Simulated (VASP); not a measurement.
A run of VASP 6.6.1 is set up as follows.

INCAR

```
PREC = Accurate
ENCUT = 520
EDIFF = 1E-7
ISMEAR = -1
SIGMA = 0.1
LREAL = F
LASPH = T
NELM = 60
ALGO = Normal
ISIF = 2
LWAVE = F
LCHARG = F
GGA = PE
NBANDS = 34
```

File KPOINTS:

```
regular mesh
0
Gamma
  12 12 3
```

Contents of POSCAR:

```
Tl
1.0
    3.4007015124      0.0000000000      0.0000000000
   -1.7003507562      2.9450939005      0.0000000000
    0.0000000000      0.0000000000     10.9735290963
Tl
4
Direct
    1.0000000000      0.0000000000      1.0000000000
    1.0000000000      1.0000000000      0.5000000000
    0.3333333333      0.6666666667      0.2500000000
    0.6666666667      0.3333333333      0.7500000000
```

Potentials or basis: VASP PAW PBE potentials, release 64 (Tl_d).

Run with:

```console
$ cat potpaw_PBE.64/Tl_d/POTCAR > POTCAR
$ mpirun -np 1 vasp_std > vasp.out
```

(1) Estimate the band gap on the k mesh.

(2) Estimate the pressure.

Answers

(1) zero (bands 26 and 27 overlap by 4.63 eV).

(2) 4.8 GPa.

Caveat: the cell stands under pressure; spin-orbit coupling is left out, which moves the levels of the heavy elements.
